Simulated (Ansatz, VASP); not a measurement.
**Two plane-wave programs on HfN**

```
Hf N
1.0
     0.00000    2.15443    2.15443
     2.15443    0.00000    2.15443
     2.15443    2.15443    0.00000
Hf N
1 1
Cartesian
  0.0000 0.0000 0.0000
  2.1544 2.1544 2.1544
```

Alike in both runs: task relaxation of cell and atoms; functional LDA; k mesh 15 × 15 × 15; occupations fermi-dirac, width 0.1 eV; no spin polarisation.

```csv
,VASP,Ansatz
version,VASP 6.6.1,Ansatz 0.2.0
potentials or method,"VASP PAW LDA potentials, release 64 (Hf_pv, N)","PAW with Ansatz's default frozen-core files, scalar-relativistic"
plane-wave cutoff (eV),600,420
valence electrons in the cell,15,31
```

|  | VASP | Ansatz | Ansatz less VASP |
| --- | --- | --- | --- |
| relaxed volume (Å³/atom) | 11.11 | 11.15 | +0.043 |
| relaxed cell length with the largest relative difference (Å) | 3.155 | 3.160 | +0.0040 |

LDA's correlation is that of Perdew and Zunger in VASP and of Perdew and Wang (1992) in Ansatz. VASP's potentials hold 15 valence electrons a cell and Ansatz's 31, so a difference there can come from the potentials and not from the codes.

Spin-orbit coupling is off throughout.
